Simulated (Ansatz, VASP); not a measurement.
## Two plane-wave programs on AlGa3N4

```
Al Ga N
1.0
     4.46534    0.00000    0.00000
     0.00000    4.46534    0.00000
     0.00000    0.00000    4.46534
Al Ga N
1 3 4
Direct
  0.00000 0.00000 0.00000
  0.50000 0.50000 0.00000
  0.50000 0.00000 0.50000
  0.00000 0.50000 0.50000
  0.76505 0.76505 0.23495
  0.76505 0.23495 0.76505
  0.23495 0.76505 0.76505
  0.23495 0.23495 0.23495
```

Change from the starting cell: mode 24 (712.0 1/cm) frozen in, largest displacement +0.075 Å.

Alike in both runs: task single point; functional r2SCAN; k mesh 6 × 6 × 6; occupations gaussian, width 0.05 eV; no spin polarisation.

|  | VASP | Ansatz |
| --- | --- | --- |
| version | VASP 6.6.1 | Ansatz 0.2.0 |
| potentials or method | VASP PAW PBE potentials, release 64 (Al, Ga_d, N), cutoff 520 eV | scalar-relativistic, plane waves, PAW |
| valence electrons in the cell | 62 | 62 |

|  | VASP | Ansatz | Ansatz less VASP |
| --- | --- | --- | --- |
| gap on the k mesh at the Fermi level (eV) | 2.86 | 2.85 | -0.001 |
| least direct gap on the mesh (eV) | 2.86 | 2.86 | -0.002 |
| pressure (GPa) | 1.5 | 0.9 | -0.64 |
| rms of the force components (eV/Å) | 0.860 | 0.889 | +0.0297 |

VASP's potentials were made for PBE, not for r2SCAN. Atom by atom the forces differ by 0.030 eV/Å (rms over components). With one functional, cell and mesh, what is left measures potentials, basis and numerics.
